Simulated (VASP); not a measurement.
MgS: single point with PBEsol

Crystal: MgS.

```
CELL_PARAMETERS angstrom
0.00000 2.73173 2.47157
2.73173 0.00000 2.47157
2.73173 2.73173 0.00000
ATOMIC_POSITIONS crystal
Mg 0.00000 0.00000 0.00000
S 0.50000 0.50000 0.50000
```

This cell differs from its parent crystal: strain +0.050 along x and y, -0.050 along z.

| Property | Result |
| --- | --- |
| Program | VASP 6.6.1 |
| Task | single point |
| Functional | PBEsol |
| Potentials or basis | VASP PAW PBE potentials, release 64 (Mg, S) |
| Cutoff | 600 eV |
| k mesh | 8 × 8 × 8 |
| Occupations | gaussian, width 0.05 eV |
| Spin | no spin polarisation |

```
Pressure               : -2.7 GPa
Band gap on the k mesh : 2.28 eV, indirect (least direct gap 3.10 eV)
```

Stress tensor (GPa, compression positive):
```
-5.98  0.00  0.00
 0.00 -5.98  0.00
 0.00  0.00  3.73
```

Levels at points of the mesh, in eV from the valence-band top:
| k point | band 1 | band 2 | band 3 | band 4 | band 5 | band 6 | band 7 | band 8 |
| --- | --- | --- | --- | --- | --- | --- | --- | --- |
| (0.00, 0.00, 0.00) | -12.59 | -0.50 | 0.00 | 0.00 | 3.10 | 7.46 | 7.46 | 8.46 |
| (0.50, 0.00, 0.00) | -11.38 | -4.82 | -0.83 | -0.62 | 4.09 | 6.13 | 7.38 | 9.47 |
| (0.50, 0.50, 0.00) | -10.85 | -4.09 | -2.03 | -2.03 | 2.28 | 4.00 | 11.92 | 12.28 |
| (0.50, 0.00, 0.50) | -11.16 | -4.21 | -2.02 | -1.19 | 2.70 | 4.41 | 10.90 | 11.62 |

Run time: 46 s on 1 thread of Intel Xeon 8259CL, on a shared host, peak memory 0.19 GiB.

Caveat: the cell differs from its parent crystal (strain +0.050 along x and y, -0.050 along z); the PAW data sets were made with another functional, which shifts forces and pressure a little. A k mesh can miss the band edges.
